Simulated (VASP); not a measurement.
# Cl (Pm-3m) in VASP: a series of runs

Cl is run at these levels: LDA; tasks: density of states.

Everything below comes from runs of VASP 6.6.1. Logs are shortened: lines on timing, memory, paths and dates and some standing lists are left out, and cuts for length are marked.

## 1. The cell of the first run

The structure is cubic, space group Pm-3m (No. 221). The conventional cell has a = 2.073 Å, b = 2.073 Å, c = 2.073 Å, α = 90.00°, β = 90.00°, γ = 90.00°. Cl (site symmetry m-3m) has 6 Cl at 2.07 Å within 2.7 Å.

## 2. Density of states, LDA (volume scaled by 0.43)

POSCAR reads:

```
Cl
1.0
    2.0725568879      0.0000000000      0.0000000000
    0.0000000000      2.0725568879      0.0000000000
    0.0000000000      0.0000000000      2.0725568879
Cl
1
Direct
    0.0000000000      0.0000000000      0.0000000000
```

INCAR.step1 reads:

```
PREC = Accurate ; ENCUT = 520
EDIFF = 1E-7 ; ISMEAR = -1
SIGMA = 0.08 ; LREAL = False
LASPH = True ; NELM = 60
ALGO = Normal ; ISIF = 2
LWAVE = False ; LCHARG = True
NBANDS = 10
```

KPOINTS.step1 reads:

```
regular mesh
0
Gamma
  15 15 15
```

INCAR.step2 reads:

```
PREC = Accurate ; ENCUT = 520
EDIFF = 1E-7 ; ISMEAR = -5
SIGMA = 0.08 ; LREAL = False
LASPH = True ; NELM = 60
ALGO = Normal ; ISIF = 2
LWAVE = False ; LCHARG = False
LORBIT = 10 ; NBANDS = 10
NEDOS = 1001 ; ICHARG = 11
```

KPOINTS.step2 reads:

```
regular mesh
0
Gamma
  23 23 23
```

Potentials or basis: VASP PAW LDA potentials, release 64 (Cl).

Started as:

```sh
cat potpaw_LDA.64/Cl/POTCAR > POTCAR
cp INCAR.step1 INCAR
cp KPOINTS.step1 KPOINTS
mpirun -np 1 vasp_std > vasp.out
cp INCAR.step2 INCAR
cp KPOINTS.step2 KPOINTS
mpirun -np 1 vasp_std > vasp.out
```

OUTCAR:

```text
PREC = Accurate
   ENCUT = 520
   EDIFF = 1E-7
   ISMEAR = -5
   LREAL = False
   LASPH = True
   NELM = 60
   ISIF = 2
   LORBIT = 10
   ICHARG = 11

 ion  position               nearest neighbor table
   1  0.000  0.000  0.000-

  LATTYP: Found a simple cubic cell.
 ALAT       =     2.0725568879

  Lattice vectors:

 A1 = (   2.0725568879,   0.0000000000,   0.0000000000)
 A2 = (   0.0000000000,   2.0725568879,   0.0000000000)
 A3 = (   0.0000000000,   0.0000000000,   2.0725568879)

Analysis of symmetry for initial positions (statically):
=====================================================================
 Subroutine PRICEL returns:
 Original cell was already a primitive cell.

 Routine SETGRP: Setting up the symmetry group for a
 simple cubic supercell.

 Subroutine GETGRP returns: Found 48 space group operations
 (whereof 48 operations were pure point group operations)
 out of a pool of 48 trial point group operations.

The static configuration has the point symmetry O_h .

Analysis of symmetry for dynamics (positions and initial velocities):
=====================================================================
 Subroutine PRICEL returns:
 Original cell was already a primitive cell.

 Routine SETGRP: Setting up the symmetry group for a
 simple cubic supercell.

 Subroutine GETGRP returns: Found 48 space group operations
 (whereof 48 operations were pure point group operations)
 out of a pool of 48 trial point group operations.

The dynamic configuration has the point symmetry O_h .

 Subroutine INISYM returns: Found 48 space group operations
 (whereof 48 operations are pure point group operations),
 and found     1 'primitive' translations

----------------------------------------------------------------------------------------

                                     Primitive cell

  volume of cell :       8.9027

  direct lattice vectors                    reciprocal lattice vectors
     2.072556888  0.000000000  0.000000000     0.482495803  0.000000000  0.000000000
     0.000000000  2.072556888  0.000000000     0.000000000  0.482495803  0.000000000
     0.000000000  0.000000000  2.072556888     0.000000000  0.000000000  0.482495803

  length of vectors
     2.072556888  2.072556888  2.072556888     0.482495803  0.482495803  0.482495803

  position of ions in fractional coordinates (direct lattice)
     0.000000000  0.000000000  0.000000000

  ion indices of the primitive-cell ions
   primitive index   ion index
                 1           1

----------------------------------------------------------------------------------------

 KPOINTS: regular mesh

Automatic generation of k-mesh.
 Grid dimensions read from file:
 generate k-points for:   23   23   23

 Generating k-lattice:

  Cartesian coordinates                     Fractional coordinates (reciprocal lattice)
     0.020978078  0.000000000  0.000000000     0.043478261  0.000000000  0.000000000
     0.000000000  0.020978078  0.000000000     0.000000000  0.043478261  0.000000000
     0.000000000  0.000000000  0.020978078     0.000000000  0.000000000  0.043478261

  Length of vectors
     0.020978078  0.020978078  0.020978078

  Shift w.r.t. Gamma in fractional coordinates (k-lattice)
     0.000000000  0.000000000  0.000000000

 TETIRR: Found   6051 inequivalent tetrahedra from    73002

 Subroutine IBZKPT returns following result:
 ===========================================

 Found    364 irreducible k-points:

 Following reciprocal coordinates:
            Coordinates               Weight
  0.000000  0.000000  0.000000      1.000000
  0.043478  0.000000  0.000000      6.000000
  0.086957  0.000000  0.000000      6.000000
  0.130435  0.000000  0.000000      6.000000
  0.173913  0.000000  0.000000      6.000000
  0.217391  0.000000  0.000000      6.000000
[... 16 lines left out ...]
  0.478261  0.043478  0.000000     24.000000
  0.086957  0.086957  0.000000     12.000000
 [... further k-points ...]
   k-points           NKPTS =    364   k-points in BZ     NKDIM =    364   number of bands    NBANDS=     10
   number of dos      NEDOS =   1001   number of ions     NIONS =      1
   total plane-waves  NPLWV =   4096
   dimension x,y,z NGX =    16 NGY =   16 NGZ =   16
   dimension x,y,z NGXF=    32 NGYF=   32 NGZF=   32
   ions per type =               1
   NGX,Y,Z   is equivalent  to a cutoff of  12.83, 12.83, 12.83 a.u.
   NGXF,Y,Z  is equivalent  to a cutoff of  25.67, 25.67, 25.67 a.u.
 SYSTEM =  unknown system
   PREC   = accura    normal or accurate (medium, high low for compatibility)
   ISTART =      0    job   : 0-new  1-cont  2-samecut
   ICHARG =     11    charge: 1-file 2-atom 10-const
   ISPIN  =      1    spin polarized calculation?
   LNONCOLLINEAR =      F non collinear calculations
   LSORBIT =      F    spin-orbit coupling
   LASPH  =      T    aspherical Exc in radial PAW
   ENCUT  =  520.0 eV  38.22 Ry    6.18 a.u.   3.85  3.85  3.85*2*pi/ulx,y,z
   NELM   =     60;   NELMIN=  2; NELMDL=  0     # of ELM steps
   EDIFF  = 0.1E-06   stopping-criterion for ELM
   LREAL  =      F    real-space projection
   EDIFFG = 0.1E-05   stopping-criterion for IOM
   NSW    =      0    number of steps for IOM
   IBRION =     -1    ionic relax: 0-MD 1-quasi-New 2-CG
   NFREE  =      0    steps in history (QN), initial steepest desc. (CG)
   ISIF   =      2    stress and relaxation
   ISYM   =      2    0-nonsym 1-usesym 2-fastsym
   POTIM  = 0.5000    time-step for ionic-motion
   TEBEG  =    0.0;   TEEND  =   0.0 temperature during run
   PSTRESS=    0.0 pullay stress
   NELECT =       7.0000    total number of electrons
   NUPDOWN=      -1.0000    fix difference up-down
   EMIN   =  10.00;   EMAX   =-10.00  energy-range for DOS
   EFERMI =   0.00;   METHOD = LEGACY
   ISMEAR =    -5;   SIGMA  =   0.08  broadening in eV -4-tet -1-fermi 0-gaus
   EFERMI_NEDOS =   21; number of points for ismear=-14 and -15
   IALGO  =     38    algorithm
   IMIX   =      4    mixing-type and parameters
     AMIX     =   0.40;   BMIX     =  1.00
     AMIX_MAG =   1.60;   BMIX_MAG =  1.00
  volume/ion in A,a.u.               =       8.90        60.08
  Fermi-wavevector in a.u.,A,eV,Ry     =   1.511011  2.855397 31.064212  2.283155
  Thomas-Fermi vector in A             =   2.621125
   LORBIT       =     10    0 simple, 1 ext, 2 COOP (PROOUT), +10 PAW based schemes
   GGA     = CA    functional components
   LHFCALC =     F    Hartree Fock is set to
   AEXX    =    0.0000 exact exchange contribution
   IVDW    =     0    specifies the selected vdW correction
   LEPSILON=     F    determine dielectric tensor
   LRPA    =     F    only Hartree local field effects (RPA)
 non-spin polarized calculation
 Fermi weights with tetrahedron method with Bloechl corrections
  energy-cutoff  :      520.00
  volume of cell :        8.90
 maximum number of plane-waves:       256
 NGX is ok and might be reduce to    16

 number of electron       7.0000001 magnetization

 Free energy of the ion-electron system (eV)
  ---------------------------------------------------
  ext. energy  EPLUGINS =         0.00000000
  ---------------------------------------------------
  free energy    TOTEN  =         3.03262318 eV

  energy without entropy =        3.03262318  energy(sigma->0) =        3.03262318

 E-fermi :  18.8817     XC(G=0): -14.2348

 val. band max:       18.9769598256   @ k =   0.1304   0.0000   0.0000
 cond. band min:      18.8307573747   @ k =   0.1739   0.0435   0.0435
 fundamental gap:     -0.1462024509
 Fermi energy:        18.8816581099

 k-point     1 :       0.0000    0.0000    0.0000
  band No.  band energies     occupation
      1      -9.6100      2.00000
      2      18.6015      2.00000
      3      18.6015      2.00000
      4      18.6015      2.00000
      5      23.1448      0.00000
      6      23.1448      0.00000
      7      32.8366      0.00000
      8      47.4263      0.00000
      9      47.4263      0.00000
     10      47.4263      0.00000

 k-point     2 :       0.0435    0.0000    0.0000
  band No.  band energies     occupation
      1      -9.5526      2.00000
      2      17.6903      2.00000
      3      18.6438      2.00000
      4      18.6438      2.00000
      5      23.1911      0.00000
      6      24.0218      0.00000
      7      32.9994      0.00000
      8      46.8999      0.00000
      9      46.8999      0.00000
     10      47.4590      0.00000

 k-point     3 :       0.0870    0.0000    0.0000
  band No.  band energies     occupation
      1      -9.3807      2.00000
      2      15.8886      2.00000
      3      18.7699      1.98986
      4      18.7699      1.97425
      5      23.3286      0.00000
      6      25.6926      0.00000
      7      33.5093      0.00000
      8      45.5912      0.00000
      9      45.5912      0.00000
     10      47.5555      0.00000

 k-point     4 :       0.1304    0.0000    0.0000
  band No.  band energies     occupation
      1      -9.0955      2.00000
      2      13.8981      2.00000
      3      18.9770      1.77283
      4      18.9770      0.43166
      5      23.5535      0.00000
      6      27.3838      0.00000
      7      34.4143      0.00000
      8      43.9221      0.00000
      9      43.9221      0.00000
     10      47.7116      0.00000

 k-point     5 :       0.1739    0.0000    0.0000
  band No.  band energies     occupation
      1      -8.6994      2.00000
      2      11.8990      2.00000
      3      19.2596      0.74328
      4      19.2596     -0.05784
      5      23.8591      0.00000
      6      28.8584      0.00000
      7      35.7203      0.00000
      8      42.1483      0.00000
      9      42.1483      0.00000
     10      47.9201      0.00000

 k-point     6 :       0.2174    0.0000    0.0000
  band No.  band energies     occupation
      1      -8.1961      2.00000
      2       9.9527      2.00000
      3      19.6094     -0.31978
      4      19.6094     -0.00226
      5      24.2344      0.00000
      6      30.0892      0.00000
      7      37.2863      0.00000
      8      40.3992      0.00000
      9      40.3992      0.00000
     10      48.1704      0.00000
[... 183 lines left out ...]
 k-point    21 :       0.3913    0.0435    0.0000
  band No.  band energies     occupation
      1      -5.2838      2.00000
      2       3.3298      2.00000
      3      20.5589     -0.06710
      4      21.3419      0.00000
      5      26.6302      0.00000
      6      33.0863      0.00000
      7      34.9136      0.00000
      8      35.3457      0.00000
      9      39.9410      0.00000
     10      43.8300      0.00000

 k-point    22 :       0.4348    0.0435    0.0000
  band No.  band energies     occupation
      1      -4.5491      2.00000
      2       2.1642      2.00000
      3      20.8951      0.00000
      4      21.6620      0.00000
      5      26.9481      0.00000
      6      32.6820      0.00000
      7      34.1530      0.00000
      8      36.0018      0.00000
      9      39.1000      0.00000
     10      43.0083      0.00000

 k-point    23 :       0.4783    0.0435    0.0000
  band No.  band energies     occupation
      1      -4.0594      2.00000
      2       1.4589      2.00000
      3      21.0833      0.00000
      4      21.8406      0.00000
      5      27.1230      0.00000
      6      32.3743      0.00000
      7      33.7535      0.00000
      8      36.8620      0.00000
      9      38.1893      0.00000
     10      42.5793      0.00000

 k-point    24 :       0.0870    0.0870    0.0000
  band No.  band energies     occupation
      1      -9.1515      2.00000
      2      15.5942      2.00000
      3      16.6376      2.00000
      4      18.9380      1.33524
      5      24.7441      0.00000
      6      27.0053      0.00000
      7      34.0050      0.00000
      8      43.7632      0.00000
      9      45.5494      0.00000
     10      45.9347      0.00000

 [... further k-points ...]
[... 5 lines left out ...]
  --------------------------------------------------------------------------------------
  -------------------------------------------------------------------------------------
  Total       12.7144490     12.7144490     12.7144490      0.0000000     -0.0000000      0.0000000
  in kB     2288.1724215   2288.1724215   2288.1724215      0.0000000     -0.0000000      0.0000000
  external PRESSURE =    2288.1724215 kB  Pullay stress =       0.0000000 kB

 VOLUME and BASIS-vectors are now :
 -----------------------------------------------------------------------------
  energy-cutoff  :      520.00
  volume of cell :        8.90
      direct lattice vectors                 reciprocal lattice vectors
     2.072556888  0.000000000  0.000000000     0.482495803  0.000000000  0.000000000
     0.000000000  2.072556888  0.000000000     0.000000000  0.482495803  0.000000000
     0.000000000  0.000000000  2.072556888     0.000000000  0.000000000  0.482495803

 POSITION                                       TOTAL-FORCE (eV/Angst)
 -----------------------------------------------------------------------------------
      0.00000      0.00000      0.00000         0.000000      0.000000      0.000000
 -----------------------------------------------------------------------------------
    total drift:                                0.000000     -0.000000     -0.000000

  FREE ENERGIE OF THE ION-ELECTRON SYSTEM (eV)
  ---------------------------------------------------
  free  energy   TOTEN  =         3.0326231840 eV

  energy  without entropy=        3.0326231840  energy(sigma->0) =        3.03262318

 total charge

# of ion       s       p       d       tot
------------------------------------------
    1        1.734   3.396   0.000   5.130
```

Run time: 6.8 s. Hardware: 1 thread of Intel Xeon 6975P-C (Granite Rapids), shared host; peak memory 0.14 GiB.

Results:

```yaml
Valence_electrons_inside_the_program's_atomic_spheres: Cl 5.13
```

Levels at points of the mesh, in eV from the Fermi level:
| k point | band 1 | band 2 | band 3 | band 4 | band 5 | band 6 | band 7 | band 8 |
| --- | --- | --- | --- | --- | --- | --- | --- | --- |
| (0.00, 0.00, 0.00) | -28.49 | -0.28 | -0.28 | -0.28 | 4.26 | 4.26 | 13.95 | 28.54 |

Caveat: an odd number of electrons without spin polarisation forces a metal; a magnetic or distorted state may lie lower; tetrahedron occupations give inexact forces and stress in metals.

(Continued in part 2 of 2.)
